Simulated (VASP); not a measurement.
# Au (Fmmm) in VASP: single point with PBEsol

Aim: the single point of Au with PBEsol.

Program: VASP 6.6.1. These are calculated values, not measurements. Logs are shortened: lines on timing, memory, paths and dates and some standing lists are left out, and cuts for length are marked.

**1. The cell of the first run**

Symmetry: Fmmm, No. 69, orthorhombic system. Conventional cell: a = 3.315 Å, b = 4.482 Å, c = 4.893 Å, α = 90.00°, β = 90.00°, γ = 90.00°. Within 3.7 Å of Au (site symmetry mmm) lie 14 Au at 2.79 to 3.32 Å.

**2. Single point, PBEsol (strain +0.0875 x Voigt [0, 0, 0, 1, 0, 0])**

The input, INCAR:

```
ALGO = Fast
EDIFF = 1E-7
ENCUT = 520
GGA = PS
ISIF = 2
ISMEAR = 0
LASPH = True
LCHARG = True
LELF = True
LREAL = False
LVHAR = True
LWAVE = False
NBANDS = 12
NELM = 80
PREC = Accurate
SIGMA = 0.15
```

The input, KPOINTS:

```
k-points
0
Gamma
  20 20 20
```

The input, POSCAR:

```
Au
1.0
   -1.6572690000      1.7297745188      1.7297745188
    1.6572690000     -1.5847634812      1.5847634812
    1.6572690000      1.5847634812     -1.5847634812
Au
1
Direct
    0.0000000000      0.0000000000      0.0000000000
```

Potentials or basis: VASP PAW PBE potentials, release 64 (Au).

Started as:

```console
$ cat potpaw_PBE.64/Au/POTCAR > POTCAR
$ mpirun -np 1 vasp_std > vasp.out
```

OUTCAR:

```text
EDIFF = 1E-7
   ENCUT = 520
   GGA = PS
   ISIF = 2
   ISMEAR = 0
   LASPH = True
   LREAL = False
   NELM = 80
   PREC = Accurate

 ion  position               nearest neighbor table
   1  0.000  0.000  0.000-

  LATTYP: Found a face centered orthorhombic cell.
 ALAT       =     3.3145380000
 B/A-ratio  =     1.3523417190
 C/A-ratio  =     1.4760854058

  Lattice vectors:

 A1 = (   0.0000000000,   3.3145380000,   0.1450110376)
 A2 = (   1.6572690000,   1.7297745188,   1.7297745188)
 A3 = (   1.6572690000,   1.5847634812,  -1.5847634812)

Analysis of symmetry for initial positions (statically):
=====================================================================
 Subroutine PRICEL returns:
 Original cell was already a primitive cell.

 Routine SETGRP: Setting up the symmetry group for a
 face centered orthorhombic supercell.

 Subroutine GETGRP returns: Found  8 space group operations
 (whereof  8 operations were pure point group operations)
 out of a pool of  8 trial point group operations.

The static configuration has the point symmetry D_2h.

Analysis of symmetry for dynamics (positions and initial velocities):
=====================================================================
 Subroutine PRICEL returns:
 Original cell was already a primitive cell.

 Routine SETGRP: Setting up the symmetry group for a
 face centered orthorhombic supercell.

 Subroutine GETGRP returns: Found  8 space group operations
 (whereof  8 operations were pure point group operations)
 out of a pool of  8 trial point group operations.

The dynamic configuration has the point symmetry D_2h.

 Subroutine INISYM returns: Found  8 space group operations
 (whereof  8 operations are pure point group operations),
 and found     1 'primitive' translations

----------------------------------------------------------------------------------------

                                     Primitive cell

  volume of cell :      18.1722

  direct lattice vectors                    reciprocal lattice vectors
    -1.657269000  1.729774519  1.729774519     0.000000000  0.289055015  0.289055015
     1.657269000 -1.584763481  1.584763481     0.301701172 -0.013224739  0.302279755
     1.657269000  1.584763481 -1.584763481     0.301701172  0.302279755 -0.013224739

  length of vectors
     2.954789385  2.787380692  2.787380692     0.408785523  0.427283912  0.427283912

  position of ions in fractional coordinates (direct lattice)
     0.000000000  0.000000000  0.000000000

  ion indices of the primitive-cell ions
   primitive index   ion index
                 1           1

----------------------------------------------------------------------------------------

 KPOINTS: k-points

Automatic generation of k-mesh.
 Grid dimensions read from file:
 generate k-points for:   20   20   20

 Generating k-lattice:

  Cartesian coordinates                     Fractional coordinates (reciprocal lattice)
     0.000000000  0.014452751  0.014452751     0.050000000  0.000000000  0.000000000
     0.015085059 -0.000661237  0.015113988     0.000000000  0.050000000  0.000000000
     0.015085059  0.015113988 -0.000661237     0.000000000 -0.000000000  0.050000000

  Length of vectors
     0.020439276  0.021364196  0.021364196

  Shift w.r.t. Gamma in fractional coordinates (k-lattice)
     0.000000000  0.000000000  0.000000000

 Subroutine IBZKPT returns following result:
 ===========================================

 Found   1166 irreducible k-points:

 Following reciprocal coordinates:
            Coordinates               Weight
  0.000000  0.000000  0.000000      1.000000
  0.050000  0.000000  0.000000      2.000000
  0.100000  0.000000  0.000000      2.000000
  0.150000  0.000000  0.000000      2.000000
  0.200000  0.000000  0.000000      2.000000
  0.250000  0.000000  0.000000      2.000000
[... 16 lines left out ...]
  0.050000  0.100000  0.000000      8.000000
  0.100000  0.100000  0.000000      8.000000
 [... further k-points ...]
   k-points           NKPTS =   1166   k-points in BZ     NKDIM =   1166   number of bands    NBANDS=     12
   number of dos      NEDOS =    301   number of ions     NIONS =      1
   total plane-waves  NPLWV =  13824
   dimension x,y,z NGX =    24 NGY =   24 NGZ =   24
   dimension x,y,z NGXF=    48 NGYF=   48 NGZF=   48
   ions per type =               1
   NGX,Y,Z   is equivalent  to a cutoff of  13.50, 14.31, 14.31 a.u.
   NGXF,Y,Z  is equivalent  to a cutoff of  27.01, 28.63, 28.63 a.u.
 SYSTEM =  unknown system
   PREC   = accura    normal or accurate (medium, high low for compatibility)
   ISTART =      0    job   : 0-new  1-cont  2-samecut
   ICHARG =      2    charge: 1-file 2-atom 10-const
   ISPIN  =      1    spin polarized calculation?
   LNONCOLLINEAR =      F non collinear calculations
   LSORBIT =      F    spin-orbit coupling
   LASPH  =      T    aspherical Exc in radial PAW
   ENCUT  =  520.0 eV  38.22 Ry    6.18 a.u.   5.49  5.18  5.18*2*pi/ulx,y,z
   NELM   =     80;   NELMIN=  2; NELMDL= -5     # of ELM steps
   EDIFF  = 0.1E-06   stopping-criterion for ELM
   LREAL  =      F    real-space projection
   EDIFFG = 0.1E-05   stopping-criterion for IOM
   NSW    =      0    number of steps for IOM
   IBRION =     -1    ionic relax: 0-MD 1-quasi-New 2-CG
   NFREE  =      0    steps in history (QN), initial steepest desc. (CG)
   ISIF   =      2    stress and relaxation
   ISYM   =      2    0-nonsym 1-usesym 2-fastsym
   POTIM  = 0.5000    time-step for ionic-motion
   TEBEG  =    0.0;   TEEND  =   0.0 temperature during run
   PSTRESS=    0.0 pullay stress
   NELECT =      11.0000    total number of electrons
   NUPDOWN=      -1.0000    fix difference up-down
   EMIN   =  10.00;   EMAX   =-10.00  energy-range for DOS
   EFERMI =   0.00;   METHOD = LEGACY
   ISMEAR =     0;   SIGMA  =   0.15  broadening in eV -4-tet -1-fermi 0-gaus
   EFERMI_NEDOS =   21; number of points for ismear=-14 and -15
   IALGO  =     68    algorithm
   IMIX   =      4    mixing-type and parameters
     AMIX     =   0.40;   BMIX     =  1.00
     AMIX_MAG =   1.60;   BMIX_MAG =  1.00
  volume/ion in A,a.u.               =      18.17       122.63
  Fermi-wavevector in a.u.,A,eV,Ry     =   1.384852  2.616991 26.093464  1.917815
  Thomas-Fermi vector in A             =   2.509317
   LORBIT       =      0    0 simple, 1 ext, 2 COOP (PROOUT), +10 PAW based schemes
   GGA     = PS    functional components
   LHFCALC =     F    Hartree Fock is set to
   AEXX    =    0.0000 exact exchange contribution
   IVDW    =     0    specifies the selected vdW correction
   LEPSILON=     F    determine dielectric tensor
   LRPA    =     F    only Hartree local field effects (RPA)
 non-spin polarized calculation
 RMM-DIIS sequential band-by-band and
 Gauss-broadening in eV      SIGMA  =   0.15
  energy-cutoff  :      520.00
  volume of cell :       18.17
 maximum number of plane-waves:       502
 NGX is ok and might be reduce to    24
   NGX = 11   NGY = 11   NGZ = 11

 number of electron      10.9999999 magnetization

 Free energy of the ion-electron system (eV)
  ---------------------------------------------------
  ext. energy  EPLUGINS =         0.00000000
  ---------------------------------------------------
  free energy    TOTEN  =        -3.84854118 eV

  energy without entropy =       -3.84482895  energy(sigma->0) =       -3.84668506

 E-fermi :   8.1748     XC(G=0): -12.5032

 val. band max:        8.1733837553   @ k =   0.5000   0.5000   0.0500
 cond. band min:       8.1773413149   @ k =   0.3500   0.1500   0.0000
 fundamental gap:      0.0039575596
 Fermi energy:         8.1747857162

 k-point     1 :       0.0000    0.0000    0.0000
  band No.  band energies     occupation
      1      -1.0095      2.00000
      2       3.2386      2.00000
      3       3.6476      2.00000
      4       4.1873      2.00000
      5       5.5135      2.00000
      6       5.5895      2.00000
      7      23.8417      0.00000
      8      24.7647      0.00000
      9      25.3121      0.00000
     10      30.3615      0.00000
     11      31.3520      0.00000
     12      32.2615      0.00000

 k-point     2 :       0.0500    0.0000    0.0000
  band No.  band energies     occupation
      1      -0.9324      2.00000
      2       3.2182      2.00000
      3       3.6405      2.00000
      4       4.2362      2.00000
      5       5.5219      2.00000
      6       5.5774      2.00000
      7      23.7225      0.00000
      8      24.8673      0.00000
      9      25.2666      0.00000
     10      29.5106      0.00000
     11      31.0044      0.00000
     12      31.4697      0.00000

 k-point     3 :       0.1000    0.0000    0.0000
  band No.  band energies     occupation
      1      -0.7060      2.00000
      2       3.1596      2.00000
      3       3.6223      2.00000
      4       4.3802      2.00000
      5       5.5468      2.00000
      6       5.5478      2.00000
      7      23.2161      0.00000
      8      25.0828      0.00000
      9      25.1700      0.00000
     10      28.3306      0.00000
     11      30.1004      0.00000
     12      30.5293      0.00000
[... 286 lines left out ...]
 k-point    23 :       0.0500    0.1000    0.0000
  band No.  band energies     occupation
      1      -0.4424      2.00000
      2       3.2282      2.00000
      3       3.6397      2.00000
      4       4.4235      2.00000
      5       5.3940      2.00000
      6       5.5923      2.00000
      7      23.4552      0.00000
      8      24.3467      0.00000
      9      25.5786      0.00000
     10      27.2777      0.00000
     11      29.0617      0.00000
     12      30.7193      0.00000

 k-point    24 :       0.1000    0.1000    0.0000
  band No.  band energies     occupation
      1      -0.0909      2.00000
      2       3.1441      2.00000
      3       3.5638      2.00000
      4       4.7131      2.00000
      5       5.3739      2.00000
      6       5.6341      2.00000
      7      22.2611      0.00000
      8      23.7925      0.00000
      9      25.8682      0.00000
     10      26.4132      0.00000
     11      29.0946      0.00000
     12      30.6326      0.00000

 [... further k-points ...]
[... 5 lines left out ...]
  --------------------------------------------------------------------------------------
  -------------------------------------------------------------------------------------
  Total       -0.8812815     -0.9218189     -0.9218189     -0.0000000     -0.4747318      0.0000000
  in kB      -77.6995111    -81.2735552    -81.2735552     -0.0000000    -41.8554403      0.0000000
  external PRESSURE =     -80.0822072 kB  Pullay stress =       0.0000000 kB

 VOLUME and BASIS-vectors are now :
 -----------------------------------------------------------------------------
  energy-cutoff  :      520.00
  volume of cell :       18.17
      direct lattice vectors                 reciprocal lattice vectors
    -1.657269000  1.729774519  1.729774519     0.000000000  0.289055015  0.289055015
     1.657269000 -1.584763481  1.584763481     0.301701172 -0.013224739  0.302279755
     1.657269000  1.584763481 -1.584763481     0.301701172  0.302279755 -0.013224739

 POSITION                                       TOTAL-FORCE (eV/Angst)
 -----------------------------------------------------------------------------------
      0.00000      0.00000      0.00000        -0.000000     -0.000000      0.000000
 -----------------------------------------------------------------------------------
    total drift:                                0.000000      0.000000      0.000000

  FREE ENERGIE OF THE ION-ELECTRON SYSTEM (eV)
  ---------------------------------------------------
  free  energy   TOTEN  =        -3.8485411828 eV

  energy  without entropy=       -3.8448289453  energy(sigma->0) =       -3.84668506
```

Wall time 2.2 min (1 thread of Intel Xeon 6975P-C, shared host); peak memory 0.35 GiB.

What came out:

| Property | Result |
| --- | --- |
| Free energy | -3.8485 eV |
| Pressure | -8.0 GPa |

Levels at points of the mesh, in eV from the Fermi level:
```tsv
k point	band 2	band 3	band 4	band 5	band 6	band 7	band 8	band 9	band 10	band 11
(0.00, 0.00, 0.00)	-4.94	-4.53	-3.99	-2.66	-2.59	15.67	16.59	17.14	22.19	23.18
(0.50, 0.00, 0.00)	-5.70	-2.58	-2.24	-1.52	-0.81	2.38	12.87	14.21	21.21	21.94
(0.00, 0.50, 0.00)	-5.47	-2.79	-2.52	-1.35	-0.34	3.34	11.74	14.24	20.14	22.29
(0.00, 0.50, 0.50)	-5.23	-2.98	-2.82	-1.02	0.20	4.26	11.94	12.81	20.69	20.84
(0.50, 0.50, 0.50)	-6.18	-2.04	-1.68	-1.24	6.19	6.25	6.46	9.15	15.39	15.41
```

Caveat: the cell differs from its parent crystal (strain +0.0875 x Voigt [0, 0, 0, 1, 0, 0]); the PAW data sets were made with another functional, which shifts forces and pressure a little; spin-orbit coupling is left out, which moves the levels of the heavy elements.
